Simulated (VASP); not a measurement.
# InP (I-4m2) in VASP: notebook

InP is run at these levels: PBE; tasks: single point.

All numbers are computed with VASP 6.6.1; they aren't measurements. Logs are shortened: lines on timing, memory, paths and dates and some standing lists are left out, and cuts for length are marked.

### 1 The cell of the first run

Symmetry: I-4m2, No. 119, tetragonal system. The conventional cell has a = 4.151 Å, b = 4.151 Å, c = 5.781 Å, α = 90.00°, β = 90.00°, γ = 90.00°. Within 3.3 Å of In (site symmetry -4m2) lie 4 P at 2.53 Å. Within 3.3 Å of P (site symmetry -4m2) lie 4 In at 2.53 Å.

### 2 Single point, PBE (strain -0.015 along x and y, -0.030 along z)

Contents of INCAR:

```
SYSTEM = InP
PREC = Accurate
ENCUT = 520
EDIFF = 1E-7
ISMEAR = 0
SIGMA = 0.05
LREAL = .FALSE.
LASPH = .TRUE.
NELM = 60
ALGO = Normal
ISIF = 2
LWAVE = .FALSE.
LCHARG = .TRUE.
GGA = PE
LELF = .TRUE.
LVHAR = .TRUE.
NBANDS = 16
```

Contents of KPOINTS:

```
Automatic mesh
0
G
  10 10 10
  0 0 0
```

Contents of POSCAR:

```
InP
1.0
    0.0000000000      2.9353336906      2.8906331776
    2.9353336906      0.0000000000      2.8906331776
    2.9353336906      2.9353336906      0.0000000000
In P
1 1
Direct
    0.0000000000      0.0000000000      0.0000000000
    0.7500000000      0.7500000000      0.7500000000
```

Potentials or basis: VASP PAW PBE potentials, release 64 (In_d, P).

The run is started by

```sh
$ cat potpaw_PBE.64/In_d/POTCAR potpaw_PBE.64/P/POTCAR > POTCAR
$ mpirun -np 1 vasp_std > vasp.out
```

OUTCAR:

```text
SYSTEM = InP
   PREC = Accurate
   ENCUT = 520
   EDIFF = 1E-7
   ISMEAR = 0
   LREAL = .FALSE.
   LASPH = .TRUE.
   NELM = 60
   ISIF = 2
   GGA = PE

 ion  position               nearest neighbor table
   1  0.000  0.000  0.000-   2 2.53   2 2.53   2 2.53   2 2.53
   2  0.750  0.750  0.750-   1 2.53   1 2.53   1 2.53   1 2.53

  LATTYP: Found a body centered tetragonal cell.
 ALAT       =     4.1511887153
 C/A-ratio  =     1.3926773153

  Lattice vectors:

 A1 = (   0.0000000000,  -2.9353336906,  -2.8906331776)
 A2 = (   0.0000000000,   2.9353336906,  -2.8906331776)
 A3 = (   2.9353336906,   0.0000000000,   2.8906331776)

Analysis of symmetry for initial positions (statically):
=====================================================================
 Subroutine PRICEL returns:
 Original cell was already a primitive cell.

 Routine SETGRP: Setting up the symmetry group for a
 body centered tetragonal supercell.

 Subroutine GETGRP returns: Found  8 space group operations
 (whereof  8 operations were pure point group operations)
 out of a pool of 16 trial point group operations.

The static configuration has the point symmetry D_2d.

Analysis of symmetry for dynamics (positions and initial velocities):
=====================================================================
 Subroutine PRICEL returns:
 Original cell was already a primitive cell.

 Routine SETGRP: Setting up the symmetry group for a
 body centered tetragonal supercell.

 Subroutine GETGRP returns: Found  8 space group operations
 (whereof  8 operations were pure point group operations)
 out of a pool of 16 trial point group operations.

The dynamic configuration has the point symmetry D_2d.

 Subroutine INISYM returns: Found  8 space group operations
 (whereof  8 operations are pure point group operations),
 and found     1 'primitive' translations

----------------------------------------------------------------------------------------

                                     Primitive cell

  volume of cell :      49.8125

  direct lattice vectors                    reciprocal lattice vectors
     0.000000000  2.935333691  2.890633178    -0.170338385  0.170338385  0.172972484
     2.935333691  0.000000000  2.890633178     0.170338385 -0.170338385  0.172972484
     2.935333691  2.935333691  0.000000000     0.170338385  0.170338385 -0.172972484

  length of vectors
     4.119701936  4.119701936  4.151188715     0.296563334  0.296563334  0.296563334

  position of ions in fractional coordinates (direct lattice)
     0.000000000  0.000000000  0.000000000
     0.750000000  0.750000000  0.750000000

  ion indices of the primitive-cell ions
   primitive index   ion index
                 1           1
                 2           2

----------------------------------------------------------------------------------------

 KPOINTS: Automatic mesh

Automatic generation of k-mesh.
 Grid dimensions read from file:
 generate k-points for:   10   10   10

 Generating k-lattice:

  Cartesian coordinates                     Fractional coordinates (reciprocal lattice)
    -0.017033838  0.017033838  0.017297248     0.100000000  0.000000000  0.000000000
     0.017033838 -0.017033838  0.017297248     0.000000000  0.100000000  0.000000000
     0.017033838  0.017033838 -0.017297248    -0.000000000 -0.000000000  0.100000000

  Length of vectors
     0.029656333  0.029656333  0.029656333

  Shift w.r.t. Gamma in fractional coordinates (k-lattice)
     0.000000000  0.000000000  0.000000000

 Subroutine IBZKPT returns following result:
 ===========================================

 Found    102 irreducible k-points:

 Following reciprocal coordinates:
            Coordinates               Weight
  0.000000  0.000000  0.000000      1.000000
  0.100000 -0.000000  0.000000      8.000000
  0.200000 -0.000000  0.000000      8.000000
  0.300000  0.000000  0.000000      8.000000
  0.400000 -0.000000  0.000000      8.000000
  0.500000  0.000000  0.000000      4.000000
[... 16 lines left out ...]
  0.300000  0.300000  0.000000      2.000000
  0.400000  0.300000  0.000000      8.000000
 [... further k-points ...]
   k-points           NKPTS =    102   k-points in BZ     NKDIM =    102   number of bands    NBANDS=     16
   number of dos      NEDOS =    301   number of ions     NIONS =      2
   total plane-waves  NPLWV =  32768
   dimension x,y,z NGX =    32 NGY =   32 NGZ =   32
   dimension x,y,z NGXF=    64 NGYF=   64 NGZF=   64
   ions per type =               1   1
   NGX,Y,Z   is equivalent  to a cutoff of  12.91, 12.91, 12.82 a.u.
   NGXF,Y,Z  is equivalent  to a cutoff of  25.83, 25.83, 25.63 a.u.
 SYSTEM =  InP
   PREC   = accura    normal or accurate (medium, high low for compatibility)
   ISTART =      0    job   : 0-new  1-cont  2-samecut
   ICHARG =      2    charge: 1-file 2-atom 10-const
   ISPIN  =      1    spin polarized calculation?
   LNONCOLLINEAR =      F non collinear calculations
   LSORBIT =      F    spin-orbit coupling
   LASPH  =      T    aspherical Exc in radial PAW
   ENCUT  =  520.0 eV  38.22 Ry    6.18 a.u.   7.66  7.66  7.72*2*pi/ulx,y,z
   NELM   =     60;   NELMIN=  2; NELMDL= -5     # of ELM steps
   EDIFF  = 0.1E-06   stopping-criterion for ELM
   LREAL  =      F    real-space projection
   EDIFFG = 0.1E-05   stopping-criterion for IOM
   NSW    =      0    number of steps for IOM
   IBRION =     -1    ionic relax: 0-MD 1-quasi-New 2-CG
   NFREE  =      0    steps in history (QN), initial steepest desc. (CG)
   ISIF   =      2    stress and relaxation
   ISYM   =      2    0-nonsym 1-usesym 2-fastsym
   POTIM  = 0.5000    time-step for ionic-motion
   TEBEG  =    0.0;   TEEND  =   0.0 temperature during run
   PSTRESS=    0.0 pullay stress
   NELECT =      18.0000    total number of electrons
   NUPDOWN=      -1.0000    fix difference up-down
   EMIN   =  10.00;   EMAX   =-10.00  energy-range for DOS
   EFERMI =   0.00;   METHOD = LEGACY
   ISMEAR =     0;   SIGMA  =   0.05  broadening in eV -4-tet -1-fermi 0-gaus
   EFERMI_NEDOS =   21; number of points for ismear=-14 and -15
   IALGO  =     38    algorithm
   IMIX   =      4    mixing-type and parameters
     AMIX     =   0.40;   BMIX     =  1.00
     AMIX_MAG =   1.60;   BMIX_MAG =  1.00
  volume/ion in A,a.u.               =      24.91       168.08
  Fermi-wavevector in a.u.,A,eV,Ry     =   1.166057  2.203528 18.499683  1.359688
  Thomas-Fermi vector in A             =   2.302575
   LORBIT       =      0    0 simple, 1 ext, 2 COOP (PROOUT), +10 PAW based schemes
   GGA     = PE    functional components
   LHFCALC =     F    Hartree Fock is set to
   AEXX    =    0.0000 exact exchange contribution
   IVDW    =     0    specifies the selected vdW correction
   LEPSILON=     F    determine dielectric tensor
   LRPA    =     F    only Hartree local field effects (RPA)
 non-spin polarized calculation
 Gauss-broadening in eV      SIGMA  =   0.05
  energy-cutoff  :      520.00
  volume of cell :       49.81
 maximum number of plane-waves:      1363
   NGX = 15   NGY = 15   NGZ = 15

 number of electron      18.0000001 magnetization

 Free energy of the ion-electron system (eV)
  ---------------------------------------------------
  ext. energy  EPLUGINS =         0.00000000
  ---------------------------------------------------
  free energy    TOTEN  =        -8.36944299 eV

  energy without entropy =       -8.36944299  energy(sigma->0) =       -8.36944299

 E-fermi :   5.5508     XC(G=0):  -9.3296

 val. band max:        5.3499402287   @ k =   0.0000   0.0000   0.0000
 cond. band min:       6.0708537260   @ k =   0.0000   0.0000   0.0000
 fundamental gap:      0.7209134973
 Fermi energy:         5.5507988484

 k-point     1 :       0.0000    0.0000    0.0000
  band No.  band energies     occupation
      1      -8.9057      2.00000
      2      -8.9057      2.00000
      3      -8.8989      2.00000
      4      -8.7470      2.00000
      5      -8.7452      2.00000
      6      -6.2856      2.00000
[... 8 lines left out ...]
     15      14.6511      0.00000
     16      14.8834      0.00000

 k-point     2 :       0.1000   -0.0000    0.0000
  band No.  band energies     occupation
      1      -8.9169      2.00000
      2      -8.9005      2.00000
      3      -8.8957      2.00000
      4      -8.7472      2.00000
      5      -8.7451      2.00000
      6      -6.1687      2.00000
[... 8 lines left out ...]
     15      14.3458      0.00000
     16      14.5217      0.00000

 k-point     3 :       0.2000   -0.0000    0.0000
  band No.  band energies     occupation
      1      -8.9494      2.00000
      2      -8.8881      2.00000
      3      -8.8838      2.00000
      4      -8.7466      2.00000
      5      -8.7435      2.00000
      6      -5.8328      2.00000
[... 8 lines left out ...]
     15      13.9026      0.00000
     16      14.7268      0.00000

 k-point     4 :       0.3000    0.0000    0.0000
  band No.  band energies     occupation
      1      -8.9875      2.00000
      2      -8.8753      2.00000
      3      -8.8712      2.00000
      4      -8.7432      2.00000
      5      -8.7386      2.00000
      6      -5.3297      2.00000
[... 8 lines left out ...]
     15      14.1448      0.00000
     16      14.3211      0.00000
[... 324 lines left out ...]
 k-point    22 :      -0.2000    0.2000    0.0000
  band No.  band energies     occupation
      1      -8.9982      2.00000
      2      -8.8665      2.00000
      3      -8.8609      2.00000
      4      -8.7488      2.00000
      5      -8.7397      2.00000
      6      -5.1671      2.00000
[... 8 lines left out ...]
     15      15.5630      0.00000
     16      16.7580      0.00000

 k-point    23 :       0.3000    0.3000    0.0000
  band No.  band energies     occupation
      1      -9.0370      2.00000
      2      -8.8348      2.00000
      3      -8.8348      2.00000
      4      -8.7820      2.00000
      5      -8.7199      2.00000
      6      -4.9916      2.00000
[... 8 lines left out ...]
     15      15.4218      0.00000
     16      18.3076      0.00000

 k-point    24 :       0.4000    0.3000    0.0000
  band No.  band energies     occupation
      1      -9.0580      2.00000
      2      -8.8247      2.00000
      3      -8.8216      2.00000
      4      -8.7861      2.00000
      5      -8.7158      2.00000
      6      -4.5604      2.00000
[... 8 lines left out ...]
     15      15.8875      0.00000
     16      18.1450      0.00000

 [... further k-points ...]
[... 5 lines left out ...]
  --------------------------------------------------------------------------------------
  -------------------------------------------------------------------------------------
  Total        1.2063237      1.2063237      1.3872058      0.0000000     -0.0000000      0.0000000
  in kB       38.8004277     38.8004277     44.6183549      0.0000000     -0.0000000      0.0000000
  external PRESSURE =      40.7397368 kB  Pullay stress =       0.0000000 kB

 VOLUME and BASIS-vectors are now :
 -----------------------------------------------------------------------------
  energy-cutoff  :      520.00
  volume of cell :       49.81
      direct lattice vectors                 reciprocal lattice vectors
     0.000000000  2.935333691  2.890633178    -0.170338385  0.170338385  0.172972484
     2.935333691  0.000000000  2.890633178     0.170338385 -0.170338385  0.172972484
     2.935333691  2.935333691  0.000000000     0.170338385  0.170338385 -0.172972484

 POSITION                                       TOTAL-FORCE (eV/Angst)
 -----------------------------------------------------------------------------------
      0.00000      0.00000      0.00000         0.000000     -0.000000     -0.000000
      4.40300      4.40300      4.33595        -0.000000      0.000000      0.000000
 -----------------------------------------------------------------------------------
    total drift:                               -0.000000     -0.000000      0.000001

  FREE ENERGIE OF THE ION-ELECTRON SYSTEM (eV)
  ---------------------------------------------------
  free  energy   TOTEN  =        -8.3694429930 eV

  energy  without entropy=       -8.3694429930  energy(sigma->0) =       -8.36944299
```

Run time: 2.6 min. Hardware: 1 thread of AMD EPYC 7R13, shared host; peak memory 0.2 GiB.

What came out:

- Free energy: -8.3694 eV
- Pressure: 4.1 GPa
- Band gap on the k mesh: 0.72 eV, direct

Caveat: the cell differs from its parent crystal (strain -0.015 along x and y, -0.030 along z); spin-orbit coupling is left out, which moves the levels of the heavy elements.

### 3 Single point, PBE (strain -0.030 along x and y, +0.015 along z)

Contents of INCAR:

```
ALGO = Normal
EDIFF = 1E-7
ENCUT = 520
GGA = PE
ISIF = 2
ISMEAR = 0
LASPH = T
LCHARG = F
LREAL = F
LWAVE = F
NBANDS = 16
NELM = 100
PREC = Accurate
SIGMA = 0.05
```

Contents of KPOINTS:

```
k-points
0
Gamma
  10 10 10
```

Contents of POSCAR:

```
InP
1.0
    0.0000000000      2.8906331776      3.0247347168
    2.8906331776      0.0000000000      3.0247347168
    2.8906331776      2.8906331776      0.0000000000
In P
1 1
Direct
    0.0000000000      0.0000000000      0.0000000000
    0.7500000000      0.7500000000      0.7500000000
```

Potentials or basis: VASP PAW PBE potentials, release 64 (In_d, P).

The run is started by

```sh
$ cat potpaw_PBE.64/In_d/POTCAR potpaw_PBE.64/P/POTCAR > POTCAR
$ mpirun -np 1 vasp_std > vasp.out
```

It took 2.3 min on 1 thread of AMD EPYC 7R13, shared host; peak memory 0.2 GiB.

It converged, with:

| Quantity | Value |
| --- | --- |
| Free energy | -8.3776 eV |
| Pressure | 2.9 GPa |
| Band gap on the k mesh | 0.60 eV, direct |

Stress tensor (GPa, compression positive):
```
3.58 0.00 0.00
0.00 3.58 0.00
0.00 0.00 1.60
```

Levels at points of the mesh, in eV from the valence-band top:
| k point | band 5 | band 6 | band 7 | band 8 | band 9 | band 10 | band 11 | band 12 | band 13 | band 14 |
| --- | --- | --- | --- | --- | --- | --- | --- | --- | --- | --- |
| (0.00, 0.00, 0.00) | -14.10 | -11.56 | -0.23 | 0.00 | 0.00 | 0.60 | 4.01 | 4.01 | 4.08 | 8.44 |
| (0.50, 0.00, 0.00) | -14.08 | -9.85 | -5.78 | -1.19 | -0.89 | 1.38 | 4.62 | 4.90 | 7.03 | 9.35 |
| (0.50, 0.50, 0.00) | -14.08 | -9.31 | -5.99 | -2.20 | -2.20 | 1.87 | 2.47 | 8.81 | 9.51 | 9.51 |
| (0.50, 0.00, 0.50) | -14.06 | -9.15 | -5.71 | -2.47 | -2.45 | 1.62 | 2.06 | 9.23 | 9.27 | 9.49 |

Caveat: the cell differs from its parent crystal (strain -0.030 along x and y, +0.015 along z); spin-orbit coupling is left out, which moves the levels of the heavy elements.

### 4 Single point, PBE (strain -0.030 along x and y, +0.030 along z)

Contents of INCAR:

```
SYSTEM = InP
  PREC = Accurate
  ENCUT = 520
  EDIFF = 1E-6
  ISMEAR = 0
  SIGMA = 0.05
  LREAL = .FALSE.
  LASPH = .TRUE.
  NELM = 100
  ALGO = Normal
  ISIF = 2
  LWAVE = .FALSE.
  LCHARG = .FALSE.
  GGA = PE
  NBANDS = 16
```

Contents of KPOINTS:

```
regular mesh
0
G
  10 10 10
  0 0 0
```

Contents of POSCAR:

```
InP
1.0
    0.0000000000      2.8906331776      3.0694352298
    2.8906331776      0.0000000000      3.0694352298
    2.8906331776      2.8906331776      0.0000000000
In P
1 1
Direct
    0.0000000000      0.0000000000      0.0000000000
    0.7500000000      0.7500000000      0.7500000000
```

The run is started by

```sh
$ cat potpaw_PBE.64/In_d/POTCAR potpaw_PBE.64/P/POTCAR > POTCAR
$ mpirun -np 1 vasp_std > vasp.out
```

Wall time 2.2 min (1 thread of AMD EPYC 7R13, shared host); peak memory 0.2 GiB.

The run converged. Its results:

```
Free energy            : -8.3815 eV
Pressure               : 1.8 GPa
Band gap on the k mesh : 0.49 eV, direct
```

Stress tensor (GPa, compression positive):
```
2.76 0.00 0.00
0.00 2.76 0.00
0.00 0.00 0.02
```

Levels at points of the mesh, in eV from the valence-band top:
| k point | band 7 | band 8 | band 9 | band 10 | band 11 | band 12 |
| --- | --- | --- | --- | --- | --- | --- |
| (0.00, 0.00, 0.00) | -0.31 | 0.00 | 0.00 | 0.49 | 3.98 | 3.98 |
| (0.50, 0.00, 0.00) | -5.72 | -1.24 | -0.84 | 1.30 | 4.58 | 4.92 |
| (0.50, 0.50, 0.00) | -6.00 | -2.12 | -2.12 | 1.93 | 2.53 | 8.60 |
| (0.50, 0.00, 0.50) | -5.64 | -2.46 | -2.44 | 1.60 | 2.00 | 9.04 |

Caveat: the cell differs from its parent crystal (strain -0.030 along x and y, +0.030 along z); spin-orbit coupling is left out, which moves the levels of the heavy elements.

(Part 1 of 2 ends here.)
